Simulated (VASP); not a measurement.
# Yb (Fm-3m) in VASP: single point with r2SCAN

Aim: the single point of Yb with r2SCAN.

Program: VASP 6.6.1. These are calculated values, not measurements. Logs are shortened: lines on timing, memory, paths and dates and some standing lists are left out, and cuts for length are marked.

**1. The cell of the first run**

The structure is cubic, space group Fm-3m (No. 225). Conventional cell: a = 5.197 Å, b = 5.197 Å, c = 5.197 Å, α = 90.00°, β = 90.00°, γ = 90.00°. Within 4.8 Å of Yb (site symmetry m-3m) lie 12 Yb at 3.67 Å.

**2. Single point, r2SCAN**

Input file POSCAR:

```
Yb
1.0
    0.0000000000      2.5984098297      2.5984098297
    2.5984098297      0.0000000000      2.5984098297
    2.5984098297      2.5984098297      0.0000000000
Yb
1
Direct
    0.0000000000      0.0000000000      0.0000000000
```

Input file INCAR.step1:

```
  PREC = Accurate
  ENCUT = 520
  ISMEAR = 0
  SIGMA = 0.05
  LREAL = F
  LASPH = T
  NELM = 60
  NBANDS = 18
  GGA = PE
  ALGO = Normal
  EDIFF = 1E-4
  LWAVE = T
  LCHARG = F
```

Input file INCAR.step2:

```
  PREC = Accurate
  ENCUT = 520
  EDIFF = 1E-7
  ISMEAR = 0
  SIGMA = 0.05
  LREAL = F
  LASPH = T
  NELM = 60
  ALGO = Normal
  ISIF = 2
  LWAVE = F
  LCHARG = T
  METAGGA = R2SCAN
  LMIXTAU = T
  LELF = T
  LVHAR = T
  NBANDS = 18
  ISTART = 1
```

Input file KPOINTS:

```
Automatic mesh
0
Gamma
  14 14 14
```

Potentials or basis: VASP PAW PBE potentials, release 64 (Yb).

Command:

```console
cat potpaw_PBE.64/Yb/POTCAR > POTCAR
cp INCAR.step1 INCAR
mpirun -np 1 vasp_std > vasp.out
cp INCAR.step2 INCAR
mpirun -np 1 vasp_std > vasp.out
```

OUTCAR:

```text
PREC = Accurate
   ENCUT = 520
   EDIFF = 1E-7
   ISMEAR = 0
   LREAL = F
   LASPH = T
   NELM = 60
   ISIF = 2
   METAGGA = R2SCAN
   ISTART = 1

 ion  position               nearest neighbor table
   1  0.000  0.000  0.000-

  LATTYP: Found a face centered cubic cell.
 ALAT       =     5.1968196594

  Lattice vectors:

 A1 = (   0.0000000000,   2.5984098297,   2.5984098297)
 A2 = (   2.5984098297,   0.0000000000,   2.5984098297)
 A3 = (   2.5984098297,   2.5984098297,   0.0000000000)

Analysis of symmetry for initial positions (statically):
=====================================================================
 Subroutine PRICEL returns:
 Original cell was already a primitive cell.

 Routine SETGRP: Setting up the symmetry group for a
 face centered cubic supercell.

 Subroutine GETGRP returns: Found 48 space group operations
 (whereof 48 operations were pure point group operations)
 out of a pool of 48 trial point group operations.

The static configuration has the point symmetry O_h .

Analysis of symmetry for dynamics (positions and initial velocities):
=====================================================================
 Subroutine PRICEL returns:
 Original cell was already a primitive cell.

 Routine SETGRP: Setting up the symmetry group for a
 face centered cubic supercell.

 Subroutine GETGRP returns: Found 48 space group operations
 (whereof 48 operations were pure point group operations)
 out of a pool of 48 trial point group operations.

The dynamic configuration has the point symmetry O_h .

 Subroutine INISYM returns: Found 48 space group operations
 (whereof 48 operations are pure point group operations),
 and found     1 'primitive' translations

----------------------------------------------------------------------------------------

                                     Primitive cell

  volume of cell :      35.0875

  direct lattice vectors                    reciprocal lattice vectors
     0.000000000  2.598409830  2.598409830    -0.192425380  0.192425380  0.192425380
     2.598409830  0.000000000  2.598409830     0.192425380 -0.192425380  0.192425380
     2.598409830  2.598409830  0.000000000     0.192425380  0.192425380 -0.192425380

  length of vectors
     3.674706422  3.674706422  3.674706422     0.333290536  0.333290536  0.333290536

  position of ions in fractional coordinates (direct lattice)
     0.000000000  0.000000000  0.000000000

  ion indices of the primitive-cell ions
   primitive index   ion index
                 1           1

----------------------------------------------------------------------------------------

 KPOINTS: Automatic mesh

Automatic generation of k-mesh.
 Grid dimensions read from file:
 generate k-points for:   14   14   14

 Generating k-lattice:

  Cartesian coordinates                     Fractional coordinates (reciprocal lattice)
    -0.013744670  0.013744670  0.013744670     0.071428571  0.000000000  0.000000000
     0.013744670 -0.013744670  0.013744670     0.000000000  0.071428571  0.000000000
     0.013744670  0.013744670 -0.013744670     0.000000000  0.000000000  0.071428571

  Length of vectors
     0.023806467  0.023806467  0.023806467

  Shift w.r.t. Gamma in fractional coordinates (k-lattice)
     0.000000000  0.000000000  0.000000000

 Subroutine IBZKPT returns following result:
 ===========================================

 Found    104 irreducible k-points:

 Following reciprocal coordinates:
            Coordinates               Weight
  0.000000  0.000000  0.000000      1.000000
  0.071429  0.000000  0.000000      8.000000
  0.142857  0.000000  0.000000      8.000000
  0.214286  0.000000  0.000000      8.000000
  0.285714  0.000000  0.000000      8.000000
  0.357143  0.000000  0.000000      8.000000
[... 16 lines left out ...]
  0.214286  0.142857  0.000000     24.000000
  0.285714  0.142857  0.000000     24.000000
 [... further k-points ...]
   k-points           NKPTS =    104   k-points in BZ     NKDIM =    104   number of bands    NBANDS=     18
   number of dos      NEDOS =    301   number of ions     NIONS =      1
   total plane-waves  NPLWV =  21952
   dimension x,y,z NGX =    28 NGY =   28 NGZ =   28
   dimension x,y,z NGXF=    56 NGYF=   56 NGZF=   56
   ions per type =               1
   NGX,Y,Z   is equivalent  to a cutoff of  12.67, 12.67, 12.67 a.u.
   NGXF,Y,Z  is equivalent  to a cutoff of  25.33, 25.33, 25.33 a.u.
 SYSTEM =  unknown system
   PREC   = accura    normal or accurate (medium, high low for compatibility)
   ISTART =      1    job   : 0-new  1-cont  2-samecut
   ICHARG =      0    charge: 1-file 2-atom 10-const
   ISPIN  =      1    spin polarized calculation?
   LNONCOLLINEAR =      F non collinear calculations
   LSORBIT =      F    spin-orbit coupling
   LASPH  =      T    aspherical Exc in radial PAW
   ENCUT  =  520.0 eV  38.22 Ry    6.18 a.u.   6.83  6.83  6.83*2*pi/ulx,y,z
   NELM   =     60;   NELMIN=  2; NELMDL=  0     # of ELM steps
   EDIFF  = 0.1E-06   stopping-criterion for ELM
   LREAL  =      F    real-space projection
   EDIFFG = 0.1E-05   stopping-criterion for IOM
   NSW    =      0    number of steps for IOM
   IBRION =     -1    ionic relax: 0-MD 1-quasi-New 2-CG
   NFREE  =      0    steps in history (QN), initial steepest desc. (CG)
   ISIF   =      2    stress and relaxation
   ISYM   =      2    0-nonsym 1-usesym 2-fastsym
   POTIM  = 0.5000    time-step for ionic-motion
   TEBEG  =    0.0;   TEEND  =   0.0 temperature during run
   PSTRESS=    0.0 pullay stress
   NELECT =      24.0000    total number of electrons
   NUPDOWN=      -1.0000    fix difference up-down
   EMIN   =  10.00;   EMAX   =-10.00  energy-range for DOS
   EFERMI =   0.00;   METHOD = LEGACY
   ISMEAR =     0;   SIGMA  =   0.05  broadening in eV -4-tet -1-fermi 0-gaus
   EFERMI_NEDOS =   21; number of points for ismear=-14 and -15
   IALGO  =     38    algorithm
   IMIX   =      4    mixing-type and parameters
     AMIX     =   0.40;   BMIX     =  1.00
     AMIX_MAG =   1.60;   BMIX_MAG =  1.00
  volume/ion in A,a.u.               =      35.09       236.78
  Fermi-wavevector in a.u.,A,eV,Ry     =   1.442428  2.725794 28.308277  2.080600
  Thomas-Fermi vector in A             =   2.560950
   LORBIT       =      0    0 simple, 1 ext, 2 COOP (PROOUT), +10 PAW based schemes
   METAGGA = R2SCAN    functional components
   LHFCALC =     F    Hartree Fock is set to
   AEXX    =    0.0000 exact exchange contribution
   IVDW    =     0    specifies the selected vdW correction
   LEPSILON=     F    determine dielectric tensor
   LRPA    =     F    only Hartree local field effects (RPA)
 non-spin polarized calculation
 Gauss-broadening in eV      SIGMA  =   0.05
  energy-cutoff  :      520.00
  volume of cell :       35.09
 maximum number of plane-waves:       960
   NGX = 13   NGY = 13   NGZ = 13

 number of electron      24.0000013 magnetization

 Free energy of the ion-electron system (eV)
  ---------------------------------------------------
  ext. energy  EPLUGINS =         0.00000000
  ---------------------------------------------------
  free energy    TOTEN  =       -35.53368959 eV

  energy without entropy =      -35.53282382  energy(sigma->0) =      -35.53325671

 E-fermi :   1.6183     XC(G=0): -10.2446

 val. band max:        1.6047897627   @ k =  -0.2857   0.4286   0.2143
 cond. band min:       1.6295538757   @ k =  -0.4286   0.2857   0.0000
 fundamental gap:      0.0247641130
 Fermi energy:         1.6182653690

 k-point     1 :       0.0000    0.0000    0.0000
  band No.  band energies     occupation
      1     -51.7050      2.00000
      2     -23.2543      2.00000
      3     -23.2541      2.00000
      4     -23.2541      2.00000
      5      -3.8122      2.00000
      6       1.1870      2.00000
[... 10 lines left out ...]
     17       7.0653      0.00000
     18      11.5947      0.00000

 k-point     2 :       0.0714    0.0000    0.0000
  band No.  band energies     occupation
      1     -51.7041      2.00000
      2     -23.2733      2.00000
      3     -23.2567      2.00000
      4     -23.2566      2.00000
      5      -3.6860      2.00000
      6       1.1882      2.00000
[... 10 lines left out ...]
     17       6.9801      0.00000
     18      11.9135      0.00000

 k-point     3 :       0.1429    0.0000    0.0000
  band No.  band energies     occupation
      1     -51.7013      2.00000
      2     -23.3266      2.00000
      3     -23.2636      2.00000
      4     -23.2634      2.00000
      5      -3.3181      2.00000
      6       1.1919      2.00000
[... 10 lines left out ...]
     17       6.8234      0.00000
     18      12.4695      0.00000

 k-point     4 :       0.2143    0.0000    0.0000
  band No.  band energies     occupation
      1     -51.6974      2.00000
      2     -23.4025      2.00000
      3     -23.2735      2.00000
      4     -23.2733      2.00000
      5      -2.7405      2.00000
      6       1.1985      2.00000
[... 10 lines left out ...]
     17       6.8466      0.00000
     18      11.7223      0.00000

 k-point     5 :       0.2857    0.0000    0.0000
  band No.  band energies     occupation
      1     -51.6930      2.00000
      2     -23.4851      2.00000
      3     -23.2844      2.00000
      4     -23.2842      2.00000
      5      -2.0105      2.00000
      6       1.2067      2.00000
[... 10 lines left out ...]
     17       7.2213      0.00000
     18      10.9436      0.00000

 k-point     6 :       0.3571    0.0000    0.0000
  band No.  band energies     occupation
      1     -51.6890      2.00000
      2     -23.5583      2.00000
      3     -23.2942      2.00000
      4     -23.2940      2.00000
      5      -1.2206      2.00000
      6       1.2076      2.00000
[... 307 lines left out ...]
 k-point    21 :      -0.0714    0.0714    0.0000
  band No.  band energies     occupation
      1     -51.7025      2.00000
      2     -23.2997      2.00000
      3     -23.2677      2.00000
      4     -23.2576      2.00000
      5      -3.4792      2.00000
      6       1.1902      2.00000
[... 10 lines left out ...]
     17       7.0457      0.00000
     18      12.3960      0.00000

 k-point    22 :       0.1429    0.1429    0.0000
  band No.  band energies     occupation
      1     -51.7001      2.00000
      2     -23.3247      2.00000
      3     -23.2795      2.00000
      4     -23.2793      2.00000
      5      -3.1551      2.00000
      6       1.1939      2.00000
[... 10 lines left out ...]
     17       7.3280      0.00000
     18      13.1491      0.00000

 k-point    23 :       0.2143    0.1429    0.0000
  band No.  band energies     occupation
      1     -51.6971      2.00000
      2     -23.3738      2.00000
      3     -23.2920      2.00000
      4     -23.2889      2.00000
      5      -2.7292      2.00000
      6       1.1994      2.00000
[... 10 lines left out ...]
     17       7.4527      0.00000
     18      13.2305      0.00000

 k-point    24 :       0.2857    0.1429    0.0000
  band No.  band energies     occupation
      1     -51.6933      2.00000
      2     -23.4413      2.00000
      3     -23.3043      2.00000
      4     -23.3004      2.00000
      5      -2.1142      2.00000
      6       1.2083      2.00000
[... 10 lines left out ...]
     17       7.7100      0.00000
     18      12.2945      0.00000

 [... further k-points ...]
[... 5 lines left out ...]
  --------------------------------------------------------------------------------------
  -------------------------------------------------------------------------------------
  Total       -0.0614098     -0.0614098     -0.0614098      0.0000000      0.0000000      0.0000000
  in kB       -2.8041097     -2.8041097     -2.8041097      0.0000000      0.0000000      0.0000000
  external PRESSURE =      -2.8041097 kB  Pullay stress =       0.0000000 kB

 VOLUME and BASIS-vectors are now :
 -----------------------------------------------------------------------------
  energy-cutoff  :      520.00
  volume of cell :       35.09
      direct lattice vectors                 reciprocal lattice vectors
     0.000000000  2.598409830  2.598409830    -0.192425380  0.192425380  0.192425380
     2.598409830  0.000000000  2.598409830     0.192425380 -0.192425380  0.192425380
     2.598409830  2.598409830  0.000000000     0.192425380  0.192425380 -0.192425380

 POSITION                                       TOTAL-FORCE (eV/Angst)
 -----------------------------------------------------------------------------------
      0.00000      0.00000      0.00000        -0.000000     -0.000000     -0.000000
 -----------------------------------------------------------------------------------
    total drift:                               -0.000000     -0.000000      0.000000

  FREE ENERGIE OF THE ION-ELECTRON SYSTEM (eV)
  ---------------------------------------------------
  free  energy   TOTEN  =       -35.5336895949 eV

  energy  without entropy=      -35.5328238228  energy(sigma->0) =      -35.53325671
```

It took 21 min on 1 thread of AMD EPYC 7R13, shared host; peak memory 0.2 GiB.

What came out:

* Free energy: -35.5337 eV
* Pressure: -0.3 GPa
* Band gap on the k mesh: 0.02 eV, indirect (least direct gap 0.14 eV)

Caveat: the PAW data sets were made with another functional, which shifts forces and pressure a little; spin-orbit coupling is left out, which moves the levels of the heavy elements.
